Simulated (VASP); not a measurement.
# Be2C (Fm-3m) in VASP: notebook

Be2C is run at these levels: PBEsol; tasks: vibrations by perturbation theory.

All numbers are computed with VASP 6.6.1; they aren't measurements. Logs are shortened: lines on timing, memory, paths and dates and some standing lists are left out, and cuts for length are marked.

## Step 1: The cell of the first run

Symmetry: Fm-3m, No. 225, cubic system. Conventional cell: a = 4.218 Å, b = 4.218 Å, c = 4.218 Å, α = 90.00°, β = 90.00°, γ = 90.00°. Be (site symmetry -43m) has 4 C at 1.83 Å and 6 Be at 2.11 Å within 2.4 Å. Within 2.4 Å of C (site symmetry m-3m) lie 8 Be at 1.83 Å.

## Step 2: Vibrations by perturbation theory, PBEsol

The input, INCAR:

```
  ALGO = Normal
  EDIFF = 1E-8
  ENCUT = 600
  GGA = PS
  GGA_COMPAT = F
  IBRION = 8
  ISIF = 2
  ISMEAR = 0
  LASPH = T
  LCHARG = F
  LREAL = F
  LWAVE = F
  NELM = 120
  NSW = 1
  PREC = Accurate
  SIGMA = 0.01
```

The input, KPOINTS:

```
k-points
0
Gamma
  10 10 10
```

The input, POSCAR:

```
Be2C
1.0
    2.1090699703      2.1090699703      0.0000000000
   -2.1090699703      2.1090699703      0.0000000000
    0.0000000000      2.1090699703      2.1090699703
Be C
2 1
Direct
    0.2500000000      0.7500000000      0.5000000000
    0.7500000000      0.2500000000      0.5000000000
    0.0000000000      0.0000000000      0.0000000000
```

Potentials or basis: VASP PAW PBE potentials, release 64 (Be, C).

Run with:

```console
cat potpaw_PBE.64/Be/POTCAR potpaw_PBE.64/C/POTCAR > POTCAR
mpirun -np 1 vasp_std > vasp.out
```

OUTCAR:

```text
EDIFF = 1E-8
   ENCUT = 600
   GGA = PS
   IBRION = 8
   ISIF = 2
   ISMEAR = 0
   LASPH = T
   LREAL = F
   NELM = 120
   NSW = 1
   PREC = Accurate

 ion  position               nearest neighbor table
   1  0.250  0.750  0.500-   3 1.83   3 1.83   3 1.83   3 1.83   2 2.11   2 2.11   2 2.11   2 2.11
                             2 2.11   2 2.11
   2  0.750  0.250  0.500-   3 1.83   3 1.83   3 1.83   3 1.83   1 2.11   1 2.11   1 2.11   1 2.11
                             1 2.11   1 2.11
   3  0.000  0.000  0.000-   2 1.83   1 1.83   1 1.83   2 1.83   1 1.83   2 1.83   2 1.83   1 1.83

  LATTYP: Found a face centered cubic cell.
 ALAT       =     4.2181399406

  Lattice vectors:

 A1 = (   0.0000000000,   2.1090699703,   2.1090699703)
 A2 = (   2.1090699703,   0.0000000000,   2.1090699703)
 A3 = (   2.1090699703,   2.1090699703,   0.0000000000)

Analysis of symmetry for initial positions (statically):
=====================================================================
 Subroutine PRICEL returns:
 Original cell was already a primitive cell.

 Routine SETGRP: Setting up the symmetry group for a
 face centered cubic supercell.

 Subroutine GETGRP returns: Found 48 space group operations
 (whereof 48 operations were pure point group operations)
 out of a pool of 48 trial point group operations.

The static configuration has the point symmetry O_h .

Analysis of symmetry for dynamics (positions and initial velocities):
=====================================================================
 Subroutine PRICEL returns:
 Original cell was already a primitive cell.

 Routine SETGRP: Setting up the symmetry group for a
 face centered cubic supercell.

 Subroutine GETGRP returns: Found 48 space group operations
 (whereof 48 operations were pure point group operations)
 out of a pool of 48 trial point group operations.

The dynamic configuration has the point symmetry O_h .

 Subroutine INISYM returns: Found 48 space group operations
 (whereof 48 operations are pure point group operations),
 and found     1 'primitive' translations

----------------------------------------------------------------------------------------

                                     Primitive cell

  volume of cell :      18.7630

  direct lattice vectors                    reciprocal lattice vectors
     2.109069970  2.109069970  0.000000000     0.237071319  0.237071319 -0.237071319
    -2.109069970  2.109069970  0.000000000    -0.237071319  0.237071319 -0.237071319
     0.000000000  2.109069970  2.109069970     0.000000000  0.000000000  0.474142638

  length of vectors
     2.982675356  2.982675356  2.982675356     0.410619570  0.410619570  0.474142638

  position of ions in fractional coordinates (direct lattice)
     0.250000000  0.750000000  0.500000000
     0.750000000  0.250000000  0.500000000
     0.000000000  0.000000000  0.000000000

  ion indices of the primitive-cell ions
   primitive index   ion index
                 1           1
                 2           2
                 3           3

----------------------------------------------------------------------------------------

 KPOINTS: k-points

Automatic generation of k-mesh.
 Grid dimensions read from file:
 generate k-points for:   10   10   10

 Generating k-lattice:

  Cartesian coordinates                     Fractional coordinates (reciprocal lattice)
     0.023707132  0.023707132 -0.023707132     0.100000000  0.000000000  0.000000000
    -0.023707132  0.023707132 -0.023707132     0.000000000  0.100000000  0.000000000
     0.000000000  0.000000000  0.047414264     0.000000000  0.000000000  0.100000000
[... 89 lines left out ...]
 Gauss-broadening in eV      SIGMA  =   0.01
  energy-cutoff  :      600.00
  volume of cell :       18.76
 maximum number of plane-waves:       636
   NGX = 11   NGY = 11   NGZ = 11

--------------------------------------- Ionic step        1  -------------------------------------------

 number of electron       7.9999999 magnetization

 Free energy of the ion-electron system (eV)
  ---------------------------------------------------
  ext. energy  EPLUGINS =         0.00000000
  ---------------------------------------------------
  free energy    TOTEN  =       -18.35039811 eV

  energy without entropy =      -18.35039811  energy(sigma->0) =      -18.35039811

 E-fermi :   8.5771     XC(G=0): -11.8205

 val. band max:        8.4734029377   @ k =   0.0000   0.0000   0.0000
 cond. band min:       9.5657543356   @ k =   0.5000   0.5000   0.0000
 fundamental gap:      1.0923513979
 Fermi energy:         8.5771191726

 k-point     1 :       0.0000    0.0000    0.0000
  band No.  band energies     occupation
      1      -7.1417      2.00000
      2       8.4734      2.00000
      3       8.4734      2.00000
      4       8.4734      2.00000
      5      12.6982      0.00000
      6      12.6982      0.00000
      7      12.6982      0.00000
      8      16.0571      0.00000
[... 243 lines left out ...]
 k-point    24 :       0.4000    0.3000    0.0000
  band No.  band energies     occupation
      1      -3.2673      2.00000
      2       0.5355      2.00000
      3       2.5756      2.00000
      4       4.5718      2.00000
      5      12.4017      0.00000
      6      18.3913      0.00000
      7      18.8609      0.00000
      8      19.9432      0.00000

 [... further k-points ...]
[... 5 lines left out ...]
  --------------------------------------------------------------------------------------
  -------------------------------------------------------------------------------------
  Total        1.8378249      1.8378249      1.8378249      0.0000000      0.0000000      0.0000000
  in kB      156.9320859    156.9320859    156.9320859      0.0000000      0.0000000      0.0000000
  external PRESSURE =     156.9320859 kB  Pullay stress =       0.0000000 kB

 VOLUME and BASIS-vectors are now :
 -----------------------------------------------------------------------------
  energy-cutoff  :      600.00
  volume of cell :       18.76
      direct lattice vectors                 reciprocal lattice vectors
     2.109069970  2.109069970  0.000000000     0.237071319  0.237071319 -0.237071319
    -2.109069970  2.109069970  0.000000000    -0.237071319  0.237071319 -0.237071319
     0.000000000  2.109069970  2.109069970     0.000000000  0.000000000  0.474142638

 POSITION                                       TOTAL-FORCE (eV/Angst)
 -----------------------------------------------------------------------------------
     -1.05453      3.16360      1.05453        -0.000000     -0.000000      0.000000
      1.05453      3.16360      1.05453         0.000000      0.000000     -0.000000
      0.00000      0.00000      0.00000        -0.000000     -0.000000      0.000000
 -----------------------------------------------------------------------------------
    total drift:                                0.000000     -0.000000      0.000000

  FREE ENERGIE OF THE ION-ELECTRON SYSTEM (eV)
  ---------------------------------------------------
  free  energy   TOTEN  =       -18.3503981117 eV

  energy  without entropy=      -18.3503981117  energy(sigma->0) =      -18.35039811

[... ionic steps 2 to 9 ...]

--------------------------------------- Ionic step       10  -------------------------------------------

 Free energy of the ion-electron system (eV)
  ---------------------------------------------------
  ---------------------------------------------------
  free energy    TOTEN  =        -0.12724471 eV

  energy without entropy =       -0.12724471

------------------------ aborting loop because EDIFF is reached ----------------------------------------

 INTERNAL STRAIN TENSOR  FOR ION    3  DIRECTION 1   (eV/Angst):
 -----------------------------------------------------------------------------
     0.02785  0.00000 -0.00000
     0.00000 -0.01691 -0.00000
    -0.00000 -0.00000 -0.01691

 INTERNAL STRAIN TENSOR FOR ION    3 for displacements in x,y,z  (eV/Angst):
          X           Y           Z          XY          YZ          ZX
  --------------------------------------------------------------------------------
  x     0.00000     0.00000     0.00000     0.00000     0.00000     0.00000
  y     0.00000     0.00000     0.00000     0.00000     0.00000     0.00000
  z     0.00000     0.00000     0.00000     0.00000     0.00000     0.00000

 SECOND DERIVATIVES (NOT SYMMETRIZED)
 ------------------------------------
               1X          1Y          1Z          2X          2Y          2Z          3X          3Y          3Z
  1X   -13.308252    0.000000    0.000000    6.176238    0.000000    0.000000    7.132015    0.000000    0.000000
  1Y     0.000000  -13.308252    0.000000    0.000000    6.176238    0.000000    0.000000    7.132015    0.000000
  1Z     0.000000    0.000000  -13.308252    0.000000    0.000000    6.176238    0.000000    0.000000    7.132015
  2X     6.176238    0.000000    0.000000  -13.308252    0.000000    0.000000    7.132015    0.000000    0.000000
  2Y     0.000000    6.176238    0.000000    0.000000  -13.308252    0.000000    0.000000    7.132015    0.000000
  2Z     0.000000    0.000000    6.176238    0.000000    0.000000  -13.308252    0.000000    0.000000    7.132015
  3X     7.129199   -0.000000    0.000000    7.129199    0.000000    0.000000  -14.258398   -0.000000    0.000000
  3Y     0.000000    7.129199    0.000000    0.000000    7.129199   -0.000000    0.000000  -14.258398   -0.000000
  3Z     0.000000    0.000000    7.129199    0.000000   -0.000000    7.129199   -0.000000   -0.000000  -14.258398

 Eigenvectors and eigenvalues of the dynamical matrix
 ----------------------------------------------------

   1 f  =   22.985850 THz   144.424353 2PiTHz  766.725414 cm-1    95.061793 meV
             X         Y         Z           dx          dy          dz
     -1.054535  3.163605  1.054535     0.694408   -0.132346   -0.016809
      1.054535  3.163605  1.054535    -0.694408    0.132346    0.016809
      0.000000  0.000000  0.000000    -0.000000    0.000000    0.000000
[... 43 lines left out ...]
   9 f/i=    0.002127 THz     0.013364 2PiTHz    0.070948 cm-1     0.008796 meV
             X         Y         Z           dx          dy          dz
     -1.054535  3.163605  1.054535     0.000000    0.000000   -0.547737
      1.054535  3.163605  1.054535    -0.000000    0.000000   -0.547737
      0.000000  0.000000  0.000000     0.000000    0.000000   -0.632430

--------------------------------------------------------------------------------------------------------

 ELASTIC MODULI CONTR FROM IONIC RELAXATION (kBar)
 Direction    XX          YY          ZZ          XY          YZ          ZX
 --------------------------------------------------------------------------------
 XX          -0.0000      0.0000      0.0000     -0.0000      0.0000     -0.0000
 YY           0.0000     -0.0000     -0.0000     -0.0000     -0.0000     -0.0000
 ZZ           0.0000     -0.0000     -0.0000      0.0000     -0.0000     -0.0000
 XY          -0.0000     -0.0000      0.0000     -0.2214      0.0000      0.0000
 YZ           0.0000     -0.0000     -0.0000      0.0000     -0.2214      0.0000
 ZX          -0.0000     -0.0000     -0.0000      0.0000      0.0000     -0.2214
 --------------------------------------------------------------------------------
```

Run time: 26 s. Hardware: 1 thread of Intel Xeon 6975P-C (Granite Rapids), shared host; peak memory 0.2 GiB.

What came out:

```yaml
Highest_phonon_frequency_at_Γ: 767 cm⁻¹
```

Phonon frequencies in cm⁻¹ (negative: imaginary):
| q point | frequencies |
| --- | --- |
| (0.000, 0.000, 0.000) | 0 0 0 733 733 733 767 767 767 |

Caveat: the cell stands under pressure or tension, which shifts response properties; the PAW data sets were made with another functional, which shifts forces and pressure a little.

## Step 3: Vibrations by perturbation theory, PBEsol

This run uses another cell than the first one, of 6.38 Å³/atom.

The input, INCAR:

```
ALGO = Normal
EDIFF = 1E-8
ENCUT = 600
GGA = PS
GGA_COMPAT = F
IBRION = 8
ISIF = 2
ISMEAR = 0
LASPH = T
LCHARG = F
LREAL = F
LWAVE = F
NELM = 120
NSW = 1
PREC = Accurate
SIGMA = 0.01
```

KPOINTS is that of step 2.

The input, POSCAR:

```
Be2C
1.0
    2.1232994964      2.1232994964      0.0000000000
   -2.1232994964      2.1232994964      0.0000000000
    0.0000000000      2.1232994964      2.1232994964
Be C
2 1
Direct
    0.2500000000      0.7500000000      0.5000000000
    0.7500000000      0.2500000000      0.5000000000
    0.0000000000      0.0000000000      0.0000000000
```

Potentials or basis: VASP PAW PBE potentials, release 64 (Be, C).

Run with:

```console
cat potpaw_PBE.64/Be/POTCAR potpaw_PBE.64/C/POTCAR > POTCAR
mpirun -np 1 vasp_std > vasp.out
```

OUTCAR:

```text
EDIFF = 1E-8
   ENCUT = 600
   GGA = PS
   IBRION = 8
   ISIF = 2
   ISMEAR = 0
   LASPH = T
   LREAL = F
   NELM = 120
   NSW = 1
   PREC = Accurate

 ion  position               nearest neighbor table
   1  0.250  0.750  0.500-   3 1.84   3 1.84   3 1.84   3 1.84   2 2.12   2 2.12   2 2.12   2 2.12
                             2 2.12   2 2.12
   2  0.750  0.250  0.500-   3 1.84   3 1.84   3 1.84   3 1.84   1 2.12   1 2.12   1 2.12   1 2.12
                             1 2.12   1 2.12
   3  0.000  0.000  0.000-   1 1.84   2 1.84   1 1.84   2 1.84   2 1.84   1 1.84   2 1.84   1 1.84

  LATTYP: Found a face centered cubic cell.
 ALAT       =     4.2465989928

  Lattice vectors:

 A1 = (   0.0000000000,   2.1232994964,   2.1232994964)
 A2 = (   2.1232994964,   0.0000000000,   2.1232994964)
 A3 = (   2.1232994964,   2.1232994964,   0.0000000000)

Analysis of symmetry for initial positions (statically):
=====================================================================
 Subroutine PRICEL returns:
 Original cell was already a primitive cell.

 Routine SETGRP: Setting up the symmetry group for a
 face centered cubic supercell.

 Subroutine GETGRP returns: Found 48 space group operations
 (whereof 48 operations were pure point group operations)
 out of a pool of 48 trial point group operations.

The static configuration has the point symmetry O_h .

Analysis of symmetry for dynamics (positions and initial velocities):
=====================================================================
 Subroutine PRICEL returns:
 Original cell was already a primitive cell.

[... 461 lines left out ...]
  free  energy   TOTEN  =       -18.3821079173 eV

  energy  without entropy=      -18.3821079173  energy(sigma->0) =      -18.38210792

[... ionic steps 2 to 9 ...]

--------------------------------------- Ionic step       10  -------------------------------------------

 Free energy of the ion-electron system (eV)
  ---------------------------------------------------
  ---------------------------------------------------
  free energy    TOTEN  =        -0.12672802 eV

  energy without entropy =       -0.12672802

------------------------ aborting loop because EDIFF is reached ----------------------------------------

 INTERNAL STRAIN TENSOR  FOR ION    3  DIRECTION 1   (eV/Angst):
 -----------------------------------------------------------------------------
     0.02786  0.00000  0.00000
     0.00000 -0.01686  0.00000
     0.00000  0.00000 -0.01686

 INTERNAL STRAIN TENSOR FOR ION    3 for displacements in x,y,z  (eV/Angst):
          X           Y           Z          XY          YZ          ZX
  --------------------------------------------------------------------------------
  x     0.00000     0.00000     0.00000     0.00000     0.00000     0.00000
  y     0.00000     0.00000     0.00000     0.00000     0.00000     0.00000
  z     0.00000     0.00000     0.00000     0.00000     0.00000     0.00000

 SECOND DERIVATIVES (NOT SYMMETRIZED)
 ------------------------------------
               1X          1Y          1Z          2X          2Y          2Z          3X          3Y          3Z
  1X   -12.638215    0.000000   -0.000000    5.961971   -0.000000    0.000000    6.676244    0.000000   -0.000000
  1Y    -0.000000  -12.638215    0.000000    0.000000    5.961971   -0.000000   -0.000000    6.676244    0.000000
  1Z     0.000000    0.000000  -12.638215   -0.000000   -0.000000    5.961971   -0.000000    0.000000    6.676244
  2X     5.961971   -0.000000    0.000000  -12.638215    0.000000   -0.000000    6.676244    0.000000   -0.000000
  2Y     0.000000    5.961971   -0.000000   -0.000000  -12.638215    0.000000   -0.000000    6.676244    0.000000
  2Z    -0.000000   -0.000000    5.961971    0.000000    0.000000  -12.638215   -0.000000    0.000000    6.676244
  3X     6.675323    0.000000    0.000000    6.675323   -0.000000    0.000000  -13.350645   -0.000000    0.000000
  3Y     0.000000    6.675323    0.000000   -0.000000    6.675323   -0.000000    0.000000  -13.350645   -0.000000
  3Z    -0.000000   -0.000000    6.675323   -0.000000    0.000000    6.675323    0.000000    0.000000  -13.350645

 Eigenvectors and eigenvalues of the dynamical matrix
 ----------------------------------------------------

   1 f  =   22.458186 THz   141.108946 2PiTHz  749.124457 cm-1    92.879553 meV
             X         Y         Z           dx          dy          dz
     -1.061650  3.184949  1.061650     0.056373    0.569843   -0.414850
      1.061650  3.184949  1.061650    -0.056373   -0.569843    0.414850
      0.000000  0.000000  0.000000     0.000000    0.000000    0.000000
[... 43 lines left out ...]
   9 f/i=    0.000719 THz     0.004520 2PiTHz    0.023994 cm-1     0.002975 meV
             X         Y         Z           dx          dy          dz
     -1.061650  3.184949  1.061650    -0.045815   -0.473375   -0.271779
      1.061650  3.184949  1.061650    -0.045815   -0.473375   -0.271779
      0.000000  0.000000  0.000000    -0.052892   -0.546500   -0.313762

--------------------------------------------------------------------------------------------------------

 ELASTIC MODULI CONTR FROM IONIC RELAXATION (kBar)
 Direction    XX          YY          ZZ          XY          YZ          ZX
 --------------------------------------------------------------------------------
 XX          -0.0000     -0.0000     -0.0000      0.0000      0.0000     -0.0000
 YY          -0.0000     -0.0000     -0.0000      0.0000      0.0000     -0.0000
 ZZ          -0.0000     -0.0000     -0.0000      0.0000      0.0000     -0.0000
 XY           0.0000      0.0000      0.0000     -3.2733     -0.0000      0.0000
 YZ           0.0000      0.0000      0.0000     -0.0000     -3.2733      0.0000
 ZX          -0.0000     -0.0000     -0.0000      0.0000      0.0000     -3.2733
 --------------------------------------------------------------------------------
```

OSZICAR:

```text
N       E                     dE             d eps       ncg     rms          rms(c)
DAV:   1     0.819007356860E+01    0.81901E+01   -0.46248E+03   752   0.103E+03
DAV:   2    -0.190828128920E+02   -0.27273E+02   -0.25847E+02  1168   0.147E+02
DAV:   3    -0.194860052634E+02   -0.40319E+00   -0.40319E+00   984   0.183E+01
DAV:   4    -0.194876956844E+02   -0.16904E-02   -0.16904E-02  1128   0.120E+00
[... 37 lines left out ...]
RMM:   7    -0.126727219934E+00    0.43973E-05   -0.83145E-09  2789   0.718E-04    0.131E-04
RMM:   8    -0.126728116721E+00   -0.89679E-06   -0.17640E-09  2715   0.252E-04    0.132E-05
RMM:   9    -0.126728058223E+00    0.58498E-07   -0.41517E-10  2907   0.491E-05    0.397E-06
RMM:  10    -0.126728019118E+00    0.39105E-07   -0.34711E-10  2763   0.189E-05    0.809E-07
RMM:  11    -0.126728018781E+00    0.33778E-09   -0.10313E-09  2100   0.126E-05    0.279E-07
 Linear response finished
```

Run time: 29 s. Hardware: 1 thread of Intel Xeon 6975P-C (Granite Rapids), shared host; peak memory 0.19 GiB.

What came out:

```yaml
Highest_phonon_frequency_at_Γ: 749 cm⁻¹
```

Phonon frequencies in cm⁻¹ (negative: imaginary):
| q point | frequencies |
| --- | --- |
| (0.000, 0.000, 0.000) | 0 0 0 710 710 710 749 749 749 |

Caveat: the cell stands under pressure or tension, which shifts response properties; the PAW data sets were made with another functional, which shifts forces and pressure a little.
